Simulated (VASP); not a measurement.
Set up this calculation in VASP 6.6.1, as the native input.

```yaml
Task: single point
Functional: PBE
Potentials_or_basis: VASP PAW PBE potentials, release 64 (Ca_sv)
Cutoff: 520 eV
k_mesh: 8 × 8 × 8
Occupations: fermi-dirac, width 0.05 eV
Spin: no spin polarisation
Dipole_correction: no
Further_INCAR_settings: ALGO = Normal; EDIFF = 1e-07; NBANDS = 11
```

The structure of Ca lies in POSCAR:

```
Ca
1.0
   -2.1908547002      2.1908547002      2.1908547002
    2.1908547002     -2.1908547002      2.1908547002
    2.1908547002      2.1908547002     -2.1908547002
Ca
1
Direct
    0.0000000000      0.0000000000      0.0000000000
```

This isn't the form of Ca at room conditions, which is fcc.

The input as run:

INCAR

```
PREC = Accurate
ENCUT = 520
EDIFF = 1E-7
ISMEAR = -1
SIGMA = 0.05
LREAL = False
LASPH = True
NELM = 60
ALGO = Normal
ISIF = 2
LWAVE = False
LCHARG = True
GGA = PE
LELF = True
LVHAR = True
NBANDS = 11
```

KPOINTS

```
regular mesh
0
Gamma
  8 8 8
```

Potentials or basis: VASP PAW PBE potentials, release 64 (Ca_sv).

Command:

```console
$ cat potpaw_PBE.64/Ca_sv/POTCAR > POTCAR
$ mpirun -np 1 vasp_std > vasp.out
```

Results of the run:

```yaml
Pressure: 0.0 GPa
Band_gap_on_the_k_mesh: zero (bands 5 and 6 overlap by 0.37 eV)
```

Wall time 22 s on 1 thread of Intel Xeon 8259CL, with other jobs on the host, peak memory 0.16 GiB.
